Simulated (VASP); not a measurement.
# Mg2C (Fm-3m) in VASP: a series of runs

The runs below take Mg2C through single point, with PBE, LDA, r2SCAN.

All numbers are computed with VASP 6.6.1; they aren't measurements. Logs are shortened: lines on timing, memory, paths and dates and some standing lists are left out, and cuts for length are marked.

### 1 The cell of the first run

The structure is cubic, space group Fm-3m (No. 225). Conventional cell: a = 5.422 Å, b = 5.422 Å, c = 5.422 Å, α = 90.00°, β = 90.00°, γ = 90.00°. Within 3.1 Å of C (site symmetry m-3m) lie 8 Mg at 2.35 Å. Mg (site symmetry -43m) has 4 C at 2.35 Å and 6 Mg at 2.71 Å within 3.1 Å.

### 2 Single point, PBE

INCAR

```
SYSTEM = Mg2C
PREC = Accurate
ENCUT = 520
EDIFF = 1E-6
ISMEAR = 0
SIGMA = 0.01
LREAL = .False.
LASPH = .True.
NELM = 100
ALGO = Normal
ISIF = 2
LWAVE = .False.
LCHARG = .False.
GGA = PE
NBANDS = 11
```

KPOINTS

```
regular mesh
0
Gamma
  4 4 4
  0 0 0
```

POSCAR

```
Mg2C
1.0
    0.0000000000      2.7109426093      2.7109426093
    2.7109426093      0.0000000000      2.7109426093
    2.7109426093      2.7109426093      0.0000000000
C Mg
1 2
Direct
    0.0000000000      0.0000000000      0.0000000000
    0.2500000000      0.2500000000      0.2500000000
    0.7500000000      0.7500000000      0.7500000000
```

Potentials or basis: VASP PAW PBE potentials, release 64 (C, Mg).

On the command line:

```console
cat potpaw_PBE.64/C/POTCAR potpaw_PBE.64/Mg/POTCAR > POTCAR
mpirun -np 1 vasp_std > vasp.out
```

OUTCAR:

```text
SYSTEM = Mg2C
   PREC = Accurate
   ENCUT = 520
   EDIFF = 1E-6
   ISMEAR = 0
   LREAL = .False.
   LASPH = .True.
   NELM = 100
   ISIF = 2
   GGA = PE

 ion  position               nearest neighbor table
   1  0.000  0.000  0.000-   3 2.35   3 2.35   3 2.35   2 2.35   3 2.35   2 2.35   2 2.35   2 2.35

   2  0.250  0.250  0.250-   1 2.35   1 2.35   1 2.35   1 2.35   3 2.71   3 2.71   3 2.71   3 2.71
                             3 2.71   3 2.71
   3  0.750  0.750  0.750-   1 2.35   1 2.35   1 2.35   1 2.35   2 2.71   2 2.71   2 2.71   2 2.71
                             2 2.71   2 2.71

  LATTYP: Found a face centered cubic cell.
 ALAT       =     5.4218852186

  Lattice vectors:

 A1 = (   0.0000000000,   2.7109426093,   2.7109426093)
 A2 = (   2.7109426093,   0.0000000000,   2.7109426093)
 A3 = (   2.7109426093,   2.7109426093,   0.0000000000)

Analysis of symmetry for initial positions (statically):
=====================================================================
 Subroutine PRICEL returns:
 Original cell was already a primitive cell.

 Routine SETGRP: Setting up the symmetry group for a
 face centered cubic supercell.

 Subroutine GETGRP returns: Found 48 space group operations
[... 9 lines left out ...]

 Routine SETGRP: Setting up the symmetry group for a
 face centered cubic supercell.

 Subroutine GETGRP returns: Found 48 space group operations
[... 11 lines left out ...]
                                     Primitive cell

  volume of cell :      39.8466

  direct lattice vectors                    reciprocal lattice vectors
     0.000000000  2.710942609  2.710942609    -0.184437693  0.184437693  0.184437693
     2.710942609  0.000000000  2.710942609     0.184437693 -0.184437693  0.184437693
     2.710942609  2.710942609  0.000000000     0.184437693  0.184437693 -0.184437693

  length of vectors
     3.833851805  3.833851805  3.833851805     0.319455455  0.319455455  0.319455455

  position of ions in fractional coordinates (direct lattice)
     0.000000000  0.000000000  0.000000000
     0.250000000  0.250000000  0.250000000
     0.750000000  0.750000000  0.750000000

  ion indices of the primitive-cell ions
   primitive index   ion index
                 1           1
                 2           2
                 3           3

----------------------------------------------------------------------------------------

 KPOINTS: regular mesh

Automatic generation of k-mesh.
 Grid dimensions read from file:
[... 54 lines left out ...]
   ISIF   =      2    stress and relaxation
   ISYM   =      2    0-nonsym 1-usesym 2-fastsym
   POTIM  = 0.5000    time-step for ionic-motion
   TEBEG  =    0.0;   TEEND  =   0.0 temperature during run
   PSTRESS=    0.0 pullay stress
   NELECT =       8.0000    total number of electrons
   NUPDOWN=      -1.0000    fix difference up-down
   EMIN   =  10.00;   EMAX   =-10.00  energy-range for DOS
   EFERMI =   0.00;   METHOD = LEGACY
   ISMEAR =     0;   SIGMA  =   0.01  broadening in eV -4-tet -1-fermi 0-gaus
   EFERMI_NEDOS =   21; number of points for ismear=-14 and -15
   IALGO  =     38    algorithm
   IMIX   =      4    mixing-type and parameters
     AMIX     =   0.40;   BMIX     =  1.00
     AMIX_MAG =   1.60;   BMIX_MAG =  1.00
  volume/ion in A,a.u.               =      13.28        89.63
  Fermi-wavevector in a.u.,A,eV,Ry     =   0.958608  1.811507 12.502799  0.918930
  Thomas-Fermi vector in A             =   2.087731
   LORBIT       =      0    0 simple, 1 ext, 2 COOP (PROOUT), +10 PAW based schemes
   GGA     = PE    functional components
   LHFCALC =     F    Hartree Fock is set to
   AEXX    =    0.0000 exact exchange contribution
   IVDW    =     0    specifies the selected vdW correction
   LEPSILON=     F    determine dielectric tensor
   LRPA    =     F    only Hartree local field effects (RPA)
 non-spin polarized calculation
 Gauss-broadening in eV      SIGMA  =   0.01
  energy-cutoff  :      520.00
  volume of cell :       39.85
 maximum number of plane-waves:      1090
 NGX is ok and might be reduce to    30
   NGX = 15   NGY = 15   NGZ = 15

 number of electron       8.0000000 magnetization

 Free energy of the ion-electron system (eV)
  ---------------------------------------------------
  ext. energy  EPLUGINS =         0.00000000
  ---------------------------------------------------
  free energy    TOTEN  =       -11.40603018 eV

  energy without entropy =      -11.40603018  energy(sigma->0) =      -11.40603018

 E-fermi :   3.8757     XC(G=0):  -9.9327

 val. band max:        3.8056319029   @ k =   0.0000   0.0000   0.0000
 cond. band min:       4.4957691895   @ k =   0.5000   0.5000   0.0000
 fundamental gap:      0.6901372866
 Fermi energy:         3.8757145364

 k-point     1 :       0.0000    0.0000    0.0000
  band No.  band energies     occupation
      1      -6.9049      2.00000
      2       3.8056      2.00000
      3       3.8056      2.00000
      4       3.8056      2.00000
      5       5.2823      0.00000
      6      10.3765      0.00000
      7      10.3765      0.00000
      8      10.3765      0.00000
      9      13.4369      0.00000
     10      13.4369      0.00000
     11      14.4270      0.00000
[... 85 lines left out ...]
 k-point     8 :      -0.2500    0.5000    0.2500
  band No.  band energies     occupation
      1      -4.8237      2.00000
      2       0.7253      2.00000
      3       0.7253      2.00000
      4       1.3417      2.00000
      5       6.9862      0.00000
      6       9.9858      0.00000
      7      10.7487      0.00000
      8      10.7487      0.00000
      9      14.1086      0.00000
     10      14.1086      0.00000
     11      18.9738      0.00000

------------------------ aborting loop because EDIFF is reached ----------------------------------------

  FORCE on cell =-STRESS in cart. coord.  units (eV):
  Direction    XX          YY          ZZ          XY          YZ          ZX
  --------------------------------------------------------------------------------------
  -------------------------------------------------------------------------------------
  Total        0.3916103      0.3916103      0.3916103      0.0000000      0.0000000     -0.0000000
  in kB       15.7461273     15.7461273     15.7461273      0.0000000      0.0000000     -0.0000000
  external PRESSURE =      15.7461273 kB  Pullay stress =       0.0000000 kB

 VOLUME and BASIS-vectors are now :
 -----------------------------------------------------------------------------
  energy-cutoff  :      520.00
  volume of cell :       39.85
      direct lattice vectors                 reciprocal lattice vectors
     0.000000000  2.710942609  2.710942609    -0.184437693  0.184437693  0.184437693
     2.710942609  0.000000000  2.710942609     0.184437693 -0.184437693  0.184437693
     2.710942609  2.710942609  0.000000000     0.184437693  0.184437693 -0.184437693

 POSITION                                       TOTAL-FORCE (eV/Angst)
 -----------------------------------------------------------------------------------
      0.00000      0.00000      0.00000        -0.000000     -0.000000     -0.000000
      1.35547      1.35547      1.35547         0.000000     -0.000000     -0.000000
      4.06641      4.06641      4.06641        -0.000000      0.000000      0.000000
 -----------------------------------------------------------------------------------
    total drift:                                0.000000     -0.000000     -0.000000

  FREE ENERGIE OF THE ION-ELECTRON SYSTEM (eV)
  ---------------------------------------------------
  free  energy   TOTEN  =       -11.4060301832 eV

  energy  without entropy=      -11.4060301832  energy(sigma->0) =      -11.40603018
```

stdout:

```text
POSCAR found type information on POSCAR C Mg
 POSCAR found :  2 types and       3 ions
 scaLAPACK will be used
 LDA part: xc-table for (Slater+PW92), standard interpolation
 POSCAR, INCAR and KPOINTS ok, starting setup
 FFT: planning ... GRIDC
 FFT: planning ... GRID_SOFT
 FFT: planning ... GRID
 WAVECAR not read
 entering main loop
```

It took 7.4 s on 1 thread of Intel Xeon Platinum 8259CL at 2.50GHz (Skylake/Cascade Lake), shared host; peak memory 0.16 GiB.

Results:

```
Free energy            : -11.4060 eV
Pressure               : 1.6 GPa
Band gap on the k mesh : 0.69 eV, indirect (least direct gap 1.48 eV)
```

Caveat: the k points lie up to 0.50 Å⁻¹ apart.

### 3 Single point, PBE

INCAR

```
PREC = Accurate ; ENCUT = 520
EDIFF = 1E-6 ; ISMEAR = 0
SIGMA = 0.01 ; LREAL = False
LASPH = True ; NELM = 80
ALGO = Normal ; ISIF = 2
LWAVE = False ; LCHARG = False
GGA = PE ; NBANDS = 11
```

KPOINTS

```
Automatic mesh
0
Gamma
  4 4 4
```

POSCAR is that of step 2.

Potentials or basis: VASP PAW PBE potentials, release 64 (C, Mg).

On the command line:

```console
cat potpaw_PBE.64/C/POTCAR potpaw_PBE.64/Mg/POTCAR > POTCAR
mpirun -np 1 vasp_std > vasp.out
```

OUTCAR:

```text
PREC = Accurate
   ENCUT = 520
   EDIFF = 1E-6
   ISMEAR = 0
   LREAL = False
   LASPH = True
   NELM = 80
   ISIF = 2
   GGA = PE

 ion  position               nearest neighbor table
   1  0.000  0.000  0.000-   3 2.35   3 2.35   3 2.35   2 2.35   3 2.35   2 2.35   2 2.35   2 2.35

   2  0.250  0.250  0.250-   1 2.35   1 2.35   1 2.35   1 2.35   3 2.71   3 2.71   3 2.71   3 2.71
                             3 2.71   3 2.71
   3  0.750  0.750  0.750-   1 2.35   1 2.35   1 2.35   1 2.35   2 2.71   2 2.71   2 2.71   2 2.71
                             2 2.71   2 2.71

[... 291 lines left out ...]
  Direction    XX          YY          ZZ          XY          YZ          ZX
  --------------------------------------------------------------------------------------
  -------------------------------------------------------------------------------------
  Total        0.3916103      0.3916103      0.3916103      0.0000000      0.0000000     -0.0000000
  in kB       15.7461273     15.7461273     15.7461273      0.0000000      0.0000000     -0.0000000
  external PRESSURE =      15.7461273 kB  Pullay stress =       0.0000000 kB

 VOLUME and BASIS-vectors are now :
 -----------------------------------------------------------------------------
  energy-cutoff  :      520.00
  volume of cell :       39.85
      direct lattice vectors                 reciprocal lattice vectors
     0.000000000  2.710942609  2.710942609    -0.184437693  0.184437693  0.184437693
     2.710942609  0.000000000  2.710942609     0.184437693 -0.184437693  0.184437693
     2.710942609  2.710942609  0.000000000     0.184437693  0.184437693 -0.184437693

 POSITION                                       TOTAL-FORCE (eV/Angst)
 -----------------------------------------------------------------------------------
      0.00000      0.00000      0.00000        -0.000000     -0.000000     -0.000000
      1.35547      1.35547      1.35547         0.000000     -0.000000     -0.000000
      4.06641      4.06641      4.06641        -0.000000      0.000000      0.000000
 -----------------------------------------------------------------------------------
    total drift:                                0.000000     -0.000000     -0.000000

  FREE ENERGIE OF THE ION-ELECTRON SYSTEM (eV)
  ---------------------------------------------------
  free  energy   TOTEN  =       -11.4060301832 eV

  energy  without entropy=      -11.4060301832  energy(sigma->0) =      -11.40603018
```

stdout:

```text
POSCAR found type information on POSCAR C Mg
 POSCAR found :  2 types and       3 ions
 scaLAPACK will be used
 LDA part: xc-table for (Slater+PW92), standard interpolation
 POSCAR, INCAR and KPOINTS ok, starting setup
 FFT: planning ... GRIDC
 FFT: planning ... GRID_SOFT
 FFT: planning ... GRID
 WAVECAR not read
 entering main loop
```

Wall time 8.6 s (1 thread of Intel Xeon Platinum 8259CL at 2.50GHz (Skylake/Cascade Lake), shared host); peak memory 0.16 GiB.

What came out:

- Free energy: -11.4060 eV
- Pressure: 1.6 GPa
- Band gap on the k mesh: 0.69 eV, indirect (least direct gap 1.48 eV)

Caveat: the k points lie up to 0.50 Å⁻¹ apart. As with any semilocal functional, this PBE gap is likely too small.

### 4 Single point, LDA

INCAR

```
PREC = Accurate
ENCUT = 520
EDIFF = 1E-6
ISMEAR = 0
SIGMA = 0.01
LREAL = False
LASPH = True
NELM = 80
ALGO = Normal
ISIF = 2
LWAVE = False
LCHARG = False
GGA = CA
NBANDS = 11
```

KPOINTS

```
regular mesh
0
Gamma
  4 4 4
```

POSCAR is that of step 3.

Potentials or basis: VASP PAW LDA potentials, release 64 (C, Mg).

On the command line:

```console
cat potpaw_LDA.64/C/POTCAR potpaw_LDA.64/Mg/POTCAR > POTCAR
mpirun -np 1 vasp_std > vasp.out
```

Run time: 5 s. Hardware: 1 thread of Intel Xeon Platinum 8259CL at 2.50GHz (Skylake/Cascade Lake), shared host; peak memory 0.14 GiB.

Results (log left out):

```yaml
Free_energy: -13.1498 eV
Pressure: -4.3 GPa
Band_gap_on_the_k_mesh: 0.70 eV, indirect (least direct gap 1.56 eV)
```

Levels at points of the mesh, in eV from the valence-band top:
```csv
k point,band 1,band 2,band 3,band 4,band 5,band 6,band 7,band 8
"(0.00, 0.00, 0.00)",-10.61,0.00,0.00,0.00,1.56,6.44,6.44,6.44
"(0.50, 0.00, 0.00)",-9.01,-4.80,-0.43,-0.43,3.37,5.50,5.50,5.87
"(0.50, 0.50, 0.00)",-8.50,-4.10,-1.55,-1.55,0.70,3.94,8.87,9.22
```

Caveat: the k points lie up to 0.50 Å⁻¹ apart.

### 5 Single point, PBE

INCAR

```
SYSTEM = Mg2C
  PREC = Accurate
  ENCUT = 520
  EDIFF = 1E-6
  ISMEAR = 0
  SIGMA = 0.01
  LREAL = .False.
  LASPH = .True.
  NELM = 60
  ALGO = Normal
  ISIF = 2
  LWAVE = .False.
  LCHARG = .False.
  GGA = PE
  NBANDS = 11
```

KPOINTS

```
Automatic mesh
0
Gamma
  6 6 6
  0 0 0
```

POSCAR is that of step 4.

Potentials or basis: VASP PAW PBE potentials, release 64 (C, Mg).

On the command line:

```console
cat potpaw_PBE.64/C/POTCAR potpaw_PBE.64/Mg/POTCAR > POTCAR
mpirun -np 1 vasp_std > vasp.out
```

It took 14 s on 1 thread of Intel Xeon Platinum 8259CL at 2.50GHz (Skylake/Cascade Lake), shared host; peak memory 0.16 GiB.

The run converged. Its results:

```
Free energy            : -11.4753 eV
Pressure               : 1.8 GPa
Band gap on the k mesh : 0.73 eV, indirect (least direct gap 1.49 eV)
```

Levels at points of the mesh, in eV from the valence-band top:
| k point | band 1 | band 2 | band 3 | band 4 | band 5 | band 6 | band 7 | band 8 | band 9 |
| --- | --- | --- | --- | --- | --- | --- | --- | --- | --- |
| (0.00, 0.00, 0.00) | -10.70 | 0.00 | 0.00 | 0.00 | 1.49 | 6.61 | 6.61 | 6.61 | 9.67 |
| (0.50, 0.00, 0.00) | -9.16 | -4.75 | -0.42 | -0.42 | 3.45 | 5.62 | 5.62 | 5.90 | 11.30 |
| (0.50, 0.50, 0.00) | -8.68 | -4.04 | -1.53 | -1.53 | 0.73 | 4.12 | 9.00 | 9.36 | 9.36 |

A k mesh can miss the band edges. As with any semilocal functional, this PBE gap is likely too small.

### 6 Single point, r2SCAN

POSCAR is that of step 5.

INCAR.step1

```
SYSTEM = Mg2C
PREC = Accurate
ENCUT = 520
ISMEAR = 0
SIGMA = 0.01
LREAL = .FALSE.
LASPH = .TRUE.
NELM = 60
NBANDS = 11
GGA = PE
ALGO = Normal
EDIFF = 1E-4
LWAVE = .TRUE.
LCHARG = .FALSE.
```

INCAR.step2

```
SYSTEM = Mg2C
PREC = Accurate
ENCUT = 520
EDIFF = 1E-7
ISMEAR = 0
SIGMA = 0.01
LREAL = .FALSE.
LASPH = .TRUE.
NELM = 60
ALGO = Normal
ISIF = 2
LWAVE = .FALSE.
LCHARG = .FALSE.
METAGGA = R2SCAN
LMIXTAU = .TRUE.
NBANDS = 11
ISTART = 1
```

KPOINTS

```
Automatic mesh
0
G
  4 4 4
  0 0 0
```

Potentials or basis: VASP PAW PBE potentials, release 64 (C, Mg).

On the command line:

```console
cat potpaw_PBE.64/C/POTCAR potpaw_PBE.64/Mg/POTCAR > POTCAR
cp INCAR.step1 INCAR
mpirun -np 1 vasp_std > vasp.out
cp INCAR.step2 INCAR
mpirun -np 1 vasp_std > vasp.out
```

It took 44 s on 1 thread of Intel Xeon Platinum 8259CL at 2.50GHz (Skylake/Cascade Lake), shared host; peak memory 0.17 GiB.

It converged, with:

- Free energy: -17.7432 eV
- Pressure: -0.6 GPa
- Band gap on the k mesh: 1.08 eV, indirect (least direct gap 1.94 eV)

Levels at points of the mesh, in eV from the valence-band top:
| k point | band 1 | band 2 | band 3 | band 4 | band 5 | band 6 | band 7 | band 8 |
| --- | --- | --- | --- | --- | --- | --- | --- | --- |
| (0.00, 0.00, 0.00) | -11.30 | 0.00 | 0.00 | 0.00 | 1.94 | 7.17 | 7.17 | 7.17 |
| (0.50, 0.00, 0.00) | -9.77 | -4.83 | -0.43 | -0.43 | 4.01 | 6.08 | 6.08 | 6.61 |
| (0.50, 0.50, 0.00) | -9.29 | -4.11 | -1.58 | -1.58 | 1.08 | 4.73 | 9.96 | 10.22 |

Caveat: the k points lie up to 0.50 Å⁻¹ apart; the PAW data sets were made with another functional, which shifts forces and pressure a little. r2SCAN opens gaps a little over a GGA but as a rule still falls short of measured ones.

### 7 Summary

```tsv
level	potentials or basis	k mesh	gap on the mesh (eV)	pressure (GPa)
PBE	VASP PAW PBE potentials, release 64 (C, Mg)	4 × 4 × 4	0.69	1.6
LDA	VASP PAW LDA potentials, release 64 (C, Mg)	4 × 4 × 4	0.70	-4.3
PBE	VASP PAW PBE potentials, release 64 (C, Mg)	6 × 6 × 6	0.73	1.8
r2SCAN	VASP PAW PBE potentials, release 64 (C, Mg)	4 × 4 × 4	1.08	-0.6
```

Alike in all rows: task single point; no spin polarisation; cell as given; cutoff (eV) 520; smearing gaussian 0.01 eV.

Caveats: some runs use coarse meshes; the PAW data sets were made with another functional, which shifts forces and pressure a little (some runs).

Absolute energies hang on the potentials; compare differences alone.
